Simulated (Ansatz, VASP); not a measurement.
# Ru: VASP beside Ansatz

INCAR

```
SYSTEM = Ru
ALGO = Fast
EDIFF = 1E-7
ENCUT = 520
GGA = PE
ISIF = 2
ISMEAR = 0
LASPH = .TRUE.
LCHARG = .FALSE.
LREAL = .FALSE.
LWAVE = .FALSE.
NBANDS = 66
NELM = 100
PREC = Accurate
SIGMA = 0.1
```

Contents of KPOINTS:

```
k-points
0
G
  4 4 6
  0 0 0
```

POSCAR

```
Ru
1.0
    4.6765225840     -3.3052511563      0.0000000000
    4.6765225840      3.3052511563      0.0000000000
   -1.9295672506      0.0000000000      3.9041746359
Ru
8
Direct
    0.8260000000      0.8260000000      0.1740000000
    0.1740000000      0.1740000000      0.8260000000
    0.2480000000      0.2480000000      0.1860000000
    0.7520000000      0.7520000000      0.8140000000
    0.7691000000      0.3029000000      0.1810000000
    0.6971000000      0.2309000000      0.8190000000
    0.2309000000      0.6971000000      0.8190000000
    0.3029000000      0.7691000000      0.1810000000
```

Input for Ansatz:

```yaml
crystal:
  lattice:
    - [4.676522584, -3.3052511563, 0.0]
    - [4.676522584, 3.3052511563, 0.0]
    - [-1.9295672506, 0.0, 3.9041746359]
  atoms:
    - { symbol: Ru, position: [0.826, 0.826, 0.174] }
    - { symbol: Ru, position: [0.174, 0.174, 0.826] }
    - { symbol: Ru, position: [0.248, 0.248, 0.186] }
    - { symbol: Ru, position: [0.752, 0.752, 0.814] }
    - { symbol: Ru, position: [0.7691, 0.3029, 0.181] }
    - { symbol: Ru, position: [0.6971, 0.2309, 0.819] }
    - { symbol: Ru, position: [0.2309, 0.6971, 0.819] }
    - { symbol: Ru, position: [0.3029, 0.7691, 0.181] }
basis:
  ecutwfc: 420
kpoints:
  mp_grid: { grid: [4, 4, 6] }
hamiltonian:
  xc: pbe
scf:
  occupations: { method: gaussian, width: 0.1 }
  lower_state_search: "off"
output:
  forces: true
  stress: true
  eigenvalues: true
```

Alike in both runs: task single point; functional PBE; k mesh 4 × 4 × 6; occupations gaussian, width 0.1 eV; no spin polarisation.

```csv
,VASP,Ansatz
version,VASP 6.6.1,Ansatz 0.2.0
potentials or method,"VASP PAW PBE potentials, release 64 (Ru_pv), cutoff 520 eV","scalar-relativistic, plane waves, PAW"
valence electrons in the cell,112,128
```

```csv
,VASP,Ansatz,Ansatz less VASP
gap on the k mesh at the Fermi level (eV),none,none,-
rms of the force components (eV/Å),68.048,79.207,+11.1593
```

Atom by atom the forces differ by 11.161 eV/Å (rms over components). A gap of «none» marks a metal or a gap that the smearing closes. VASP's potentials hold 112 valence electrons a cell and Ansatz's 128, so a difference there can come from the potentials and not from the codes.
